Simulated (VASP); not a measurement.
Input of a VASP 6.6.1 run:

File POSCAR:

```
CaO
1.0
    0.0000000000      2.3495991113      2.3495991113
    2.3495991113      0.0000000000      2.3495991113
    2.3495991113      2.3495991113      0.0000000000
Ca O
1 1
Direct
    0.0000000000      0.0000000000      0.0000000000
    0.5000000000      0.5000000000      0.5000000000
```

Contents of INCAR.step1:

```
SYSTEM = CaO
PREC     = Accurate       ! precision mode
ENCUT    = 1000           ! plane-wave cutoff, eV
EDIFF    = 1E-5           ! SCF threshold, eV
ISMEAR   = 0              ! smearing method
SIGMA    = 0.01           ! smearing width, eV
LREAL    = .FALSE.        ! projectors in reciprocal space
LASPH    = .TRUE.         ! aspherical terms in the spheres
NELM     = 120            ! most SCF steps
ALGO     = Normal         ! electronic algorithm
ISIF     = 2              ! what is computed and relaxed
LWAVE    = .TRUE.         ! write WAVECAR
LCHARG   = .FALSE.        ! write CHGCAR
GGA      = PE             ! functional
NBANDS   = 15             ! bands
GGA_COMPAT= .FALSE.
```

INCAR.step2

```
SYSTEM = CaO
PREC     = Accurate       ! precision mode
ENCUT    = 1000           ! plane-wave cutoff, eV
EDIFF    = 1E-6           ! SCF threshold, eV
ISMEAR   = 0              ! smearing method
SIGMA    = 0.01           ! smearing width, eV
LREAL    = .FALSE.        ! projectors in reciprocal space
LASPH    = .TRUE.         ! aspherical terms in the spheres
NELM     = 120            ! most SCF steps
ALGO     = Normal         ! electronic algorithm
ISIF     = 2              ! what is computed and relaxed
LWAVE    = .FALSE.        ! write WAVECAR
LCHARG   = .FALSE.        ! write CHGCAR
GGA      = PE             ! functional
LHFCALC  = .TRUE.         ! exact exchange
HFSCREEN = 0.2079         ! screening, 1/A
PRECFOCK = Normal       
ISTART   = 1            
NBANDS   = 15             ! bands
GGA_COMPAT= .FALSE.
```

Contents of KPOINTS:

```
regular mesh
0
G
  6 6 6
  0 0 0
```

Potentials or basis: VASP PAW PBE potentials, release 64 (Ca_sv, O_h).

Run with:

```bash
$ cat potpaw_PBE.64/Ca_sv/POTCAR potpaw_PBE.64/O_h/POTCAR > POTCAR
$ cp INCAR.step1 INCAR
$ mpirun -np 1 vasp_std > vasp.out
$ cp INCAR.step2 INCAR
$ mpirun -np 1 vasp_std > vasp.out
```

(1) What does it give for the band gap on the k mesh?

(2) What does it give for the pressure?

Answers

(1) 5.28 eV (least direct gap 5.68 eV).

(2) 9.2 GPa.

Caveat: the cell differs from its parent crystal (strain -2.0%); the cell stands under pressure; the PAW data sets were made with another functional, which shifts forces and pressure a little.
